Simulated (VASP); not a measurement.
# Si (Im-3m) in VASP: single point with LDA

Aim: the single point of Si with LDA.

Program: VASP 6.6.1. These are calculated values, not measurements. Logs are shortened: lines on timing, memory, paths and dates and some standing lists are left out, and cuts for length are marked.

## 1. The cell of the first run

It takes space group Im-3m (No. 229, cubic). The conventional cell has a = 3.043 Å, b = 3.043 Å, c = 3.043 Å, α = 90.00°, β = 90.00°, γ = 90.00°. Si (site symmetry m-3m) has 14 Si at 2.64 to 3.04 Å within 3.5 Å.

## 2. Single point, LDA

INCAR

```
PREC = Accurate
ENCUT = 500
EDIFF = 1E-6
ISMEAR = -1
SIGMA = 0.13605693000000002
LREAL = False
LASPH = True
NELM = 120
ALGO = Normal
ISIF = 2
LWAVE = False
LCHARG = False
GGA = CA
NBANDS = 8
GGA_COMPAT = False
```

KPOINTS

```
regular mesh
0
Gamma
  15 15 15
```

POSCAR

```
Si
1.0
   -1.5214330322      1.5214330322      1.5214330322
    1.5214330322     -1.5214330322      1.5214330322
    1.5214330322      1.5214330322     -1.5214330322
Si
1
Direct
    0.0000000000      0.0000000000      0.0000000000
```

Potentials or basis: VASP PAW LDA potentials, release 64 (Si).

On the command line:

```
cat potpaw_LDA.64/Si/POTCAR > POTCAR
mpirun -np 1 vasp_std > vasp.out
```

OUTCAR:

```text
PREC = Accurate
   ENCUT = 500
   EDIFF = 1E-6
   ISMEAR = -1
   LREAL = False
   LASPH = True
   NELM = 120
   ISIF = 2
   GGA = CA

 ion  position               nearest neighbor table
   1  0.000  0.000  0.000-

  LATTYP: Found a body centered cubic cell.
 ALAT       =     3.0428660644

  Lattice vectors:

 A1 = (  -1.5214330322,   1.5214330322,   1.5214330322)
 A2 = (   1.5214330322,  -1.5214330322,   1.5214330322)
 A3 = (   1.5214330322,   1.5214330322,  -1.5214330322)

Analysis of symmetry for initial positions (statically):
=====================================================================
 Subroutine PRICEL returns:
 Original cell was already a primitive cell.

 Routine SETGRP: Setting up the symmetry group for a
 body centered cubic supercell.

 Subroutine GETGRP returns: Found 48 space group operations
 (whereof 48 operations were pure point group operations)
 out of a pool of 48 trial point group operations.

The static configuration has the point symmetry O_h .

Analysis of symmetry for dynamics (positions and initial velocities):
=====================================================================
 Subroutine PRICEL returns:
 Original cell was already a primitive cell.

 Routine SETGRP: Setting up the symmetry group for a
 body centered cubic supercell.

 Subroutine GETGRP returns: Found 48 space group operations
 (whereof 48 operations were pure point group operations)
 out of a pool of 48 trial point group operations.

The dynamic configuration has the point symmetry O_h .

 Subroutine INISYM returns: Found 48 space group operations
 (whereof 48 operations are pure point group operations),
 and found     1 'primitive' translations

----------------------------------------------------------------------------------------

                                     Primitive cell

  volume of cell :      14.0870

  direct lattice vectors                    reciprocal lattice vectors
    -1.521433032  1.521433032  1.521433032     0.000000000  0.328637534  0.328637534
     1.521433032 -1.521433032  1.521433032     0.328637534  0.000000000  0.328637534
     1.521433032  1.521433032 -1.521433032     0.328637534  0.328637534  0.000000000

  length of vectors
     2.635199312  2.635199312  2.635199312     0.464763658  0.464763658  0.464763658

  position of ions in fractional coordinates (direct lattice)
     0.000000000  0.000000000  0.000000000

  ion indices of the primitive-cell ions
   primitive index   ion index
                 1           1

----------------------------------------------------------------------------------------

 KPOINTS: regular mesh

Automatic generation of k-mesh.
 Grid dimensions read from file:
 generate k-points for:   15   15   15

 Generating k-lattice:

  Cartesian coordinates                     Fractional coordinates (reciprocal lattice)
     0.000000000  0.021909169  0.021909169     0.066666667  0.000000000  0.000000000
     0.021909169  0.000000000  0.021909169     0.000000000  0.066666667  0.000000000
     0.021909169  0.021909169  0.000000000     0.000000000  0.000000000  0.066666667

  Length of vectors
     0.030984244  0.030984244  0.030984244

  Shift w.r.t. Gamma in fractional coordinates (k-lattice)
     0.000000000  0.000000000  0.000000000

 Subroutine IBZKPT returns following result:
 ===========================================

 Found    120 irreducible k-points:

 Following reciprocal coordinates:
            Coordinates               Weight
  0.000000  0.000000  0.000000      1.000000
  0.066667  0.000000  0.000000     12.000000
  0.133333  0.000000  0.000000     12.000000
  0.200000  0.000000  0.000000     12.000000
  0.266667  0.000000  0.000000     12.000000
  0.333333  0.000000  0.000000     12.000000
[... 16 lines left out ...]
  0.333333  0.200000  0.000000     48.000000
  0.400000  0.200000 -0.000000     24.000000
 [... further k-points ...]
   k-points           NKPTS =    120   k-points in BZ     NKDIM =    120   number of bands    NBANDS=      8
   number of dos      NEDOS =    301   number of ions     NIONS =      1
   total plane-waves  NPLWV =   8000
   dimension x,y,z NGX =    20 NGY =   20 NGZ =   20
   dimension x,y,z NGXF=    40 NGYF=   40 NGZF=   40
   ions per type =               1
   NGX,Y,Z   is equivalent  to a cutoff of  12.62, 12.62, 12.62 a.u.
   NGXF,Y,Z  is equivalent  to a cutoff of  25.23, 25.23, 25.23 a.u.
 SYSTEM =  unknown system
   PREC   = accura    normal or accurate (medium, high low for compatibility)
   ISTART =      0    job   : 0-new  1-cont  2-samecut
   ICHARG =      2    charge: 1-file 2-atom 10-const
   ISPIN  =      1    spin polarized calculation?
   LNONCOLLINEAR =      F non collinear calculations
   LSORBIT =      F    spin-orbit coupling
   LASPH  =      T    aspherical Exc in radial PAW
   ENCUT  =  500.0 eV  36.75 Ry    6.06 a.u.   4.80  4.80  4.80*2*pi/ulx,y,z
   NELM   =    120;   NELMIN=  2; NELMDL= -5     # of ELM steps
   EDIFF  = 0.1E-05   stopping-criterion for ELM
   LREAL  =      F    real-space projection
   EDIFFG = 0.1E-04   stopping-criterion for IOM
   NSW    =      0    number of steps for IOM
   IBRION =     -1    ionic relax: 0-MD 1-quasi-New 2-CG
   NFREE  =      0    steps in history (QN), initial steepest desc. (CG)
   ISIF   =      2    stress and relaxation
   ISYM   =      2    0-nonsym 1-usesym 2-fastsym
   POTIM  = 0.5000    time-step for ionic-motion
   TEBEG  =    0.0;   TEEND  =   0.0 temperature during run
   PSTRESS=    0.0 pullay stress
   NELECT =       4.0000    total number of electrons
   NUPDOWN=      -1.0000    fix difference up-down
   EMIN   =  10.00;   EMAX   =-10.00  energy-range for DOS
   EFERMI =   0.00;   METHOD = LEGACY
   ISMEAR =    -1;   SIGMA  =   0.14  broadening in eV -4-tet -1-fermi 0-gaus
   EFERMI_NEDOS =   21; number of points for ismear=-14 and -15
   IALGO  =     38    algorithm
   IMIX   =      4    mixing-type and parameters
     AMIX     =   0.40;   BMIX     =  1.00
     AMIX_MAG =   1.60;   BMIX_MAG =  1.00
  volume/ion in A,a.u.               =      14.09        95.06
  Fermi-wavevector in a.u.,A,eV,Ry     =   1.076024  2.033391 15.753204  1.157828
  Thomas-Fermi vector in A             =   2.211897
   LORBIT       =      0    0 simple, 1 ext, 2 COOP (PROOUT), +10 PAW based schemes
   GGA     = CA    functional components
   LHFCALC =     F    Hartree Fock is set to
   AEXX    =    0.0000 exact exchange contribution
   IVDW    =     0    specifies the selected vdW correction
   LEPSILON=     F    determine dielectric tensor
   LRPA    =     F    only Hartree local field effects (RPA)
 non-spin polarized calculation
  energy-cutoff  :      500.00
  volume of cell :       14.09
 maximum number of plane-waves:       370
   NGX =  9   NGY =  9   NGZ =  9

 number of electron       4.0000000 magnetization

 Free energy of the ion-electron system (eV)
  ---------------------------------------------------
  ext. energy  EPLUGINS =         0.00000000
  ---------------------------------------------------
  free energy    TOTEN  =        -5.54170322 eV

  energy without entropy =       -5.51680393  energy(sigma->0) =       -5.52925358

 E-fermi :  10.3489     XC(G=0): -11.3734

 val. band max:       10.3371599225   @ k =   0.2000   0.2000   0.0667
 cond. band min:      10.3921556176   @ k =  -0.3333   0.3333   0.2000
 fundamental gap:      0.0549956950
 Fermi energy:        10.3489248138

 k-point     1 :       0.0000    0.0000    0.0000
  band No.  band energies     occupation
      1      -4.1430      2.00000
      2      22.0476      0.00000
      3      22.0476      0.00000
      4      22.0476      0.00000
      5      23.0404      0.00000
      6      23.0404      0.00000
      7      23.0404      0.00000
      8      26.8060      0.00000

 k-point     2 :       0.0667    0.0000    0.0000
  band No.  band energies     occupation
      1      -4.0038      2.00000
      2      20.3551      0.00000
      3      20.8416      0.00000
      4      21.8463      0.00000
      5      22.5906      0.00000
      6      23.8879      0.00000
      7      24.4771      0.00000
      8      25.8973      0.00000

 k-point     3 :       0.1333    0.0000    0.0000
  band No.  band energies     occupation
      1      -3.5868      2.00000
      2      17.6865      0.00000
      3      19.4765      0.00000
      4      21.3046      0.00000
      5      21.6014      0.00000
      6      23.6825      0.00000
      7      25.8181      0.00000
      8      26.5306      0.00000

 k-point     4 :       0.2000    0.0000    0.0000
  band No.  band energies     occupation
      1      -2.8937      2.00000
      2      14.8098      0.00000
      3      18.3237      0.00000
      4      20.5281      0.00000
      5      20.5939      0.00000
      6      22.7260      0.00000
      7      26.7144      0.00000
      8      26.9283      0.00000

 k-point     5 :       0.2667    0.0000    0.0000
  band No.  band energies     occupation
      1      -1.9274      2.00000
      2      11.9807      0.00001
      3      17.3998      0.00000
      4      19.5774      0.00000
      5      19.8911      0.00000
      6      21.8582      0.00000
      7      27.5682      0.00000
      8      27.8169      0.00000
[... 177 lines left out ...]
 k-point    22 :       0.2667    0.2000    0.0000
  band No.  band energies     occupation
      1       0.9438      2.00000
      2       8.9104      1.99995
      3      10.8396      0.05286
      4      16.4360      0.00000
      5      22.6005      0.00000
      6      24.2693      0.00000
      7      28.2211      0.00000
      8      30.1574      0.00000

 k-point    23 :       0.3333    0.2000    0.0000
  band No.  band energies     occupation
      1       2.5645      2.00000
      2       6.5677      2.00000
      3      10.4522      0.63777
      4      16.0843      0.00000
      5      22.3274      0.00000
      6      25.1970      0.00000
      7      28.0392      0.00000
      8      30.1467      0.00000

 k-point    24 :       0.4000    0.2000   -0.0000
  band No.  band energies     occupation
      1       4.3104      2.00000
      2       4.5790      2.00000
      3      10.3234      1.09366
      4      15.9661      0.00000
      5      22.2264      0.00000
      6      25.6653      0.00000
      7      27.9896      0.00000
      8      29.7473      0.00000

 [... further k-points ...]
[... 5 lines left out ...]
  --------------------------------------------------------------------------------------
  -------------------------------------------------------------------------------------
  Total        0.0249155      0.0249155      0.0249155      0.0000000      0.0000000     -0.0000000
  in kB        2.8337530      2.8337530      2.8337530      0.0000000      0.0000000     -0.0000000
  external PRESSURE =       2.8337530 kB  Pullay stress =       0.0000000 kB

 VOLUME and BASIS-vectors are now :
 -----------------------------------------------------------------------------
  energy-cutoff  :      500.00
  volume of cell :       14.09
      direct lattice vectors                 reciprocal lattice vectors
    -1.521433032  1.521433032  1.521433032     0.000000000  0.328637534  0.328637534
     1.521433032 -1.521433032  1.521433032     0.328637534  0.000000000  0.328637534
     1.521433032  1.521433032 -1.521433032     0.328637534  0.328637534  0.000000000

 POSITION                                       TOTAL-FORCE (eV/Angst)
 -----------------------------------------------------------------------------------
      0.00000      0.00000      0.00000         0.000000      0.000000     -0.000000
 -----------------------------------------------------------------------------------
    total drift:                                0.000000      0.000000      0.000000

  FREE ENERGIE OF THE ION-ELECTRON SYSTEM (eV)
  ---------------------------------------------------
  free  energy   TOTEN  =        -5.5417032234 eV

  energy  without entropy=       -5.5168039277  energy(sigma->0) =       -5.52925358
```

Run time: 4.9 s. Hardware: 1 thread of Intel Xeon Platinum 8488C (Sapphire Rapids), shared host; peak memory 0.11 GiB.

What came out:

* Free energy: -5.5417 eV
* Pressure: 0.3 GPa
* Band gap on the k mesh: zero (band 2 reaches 22.05 eV, above the bottom of band 3 at 6.15 eV)
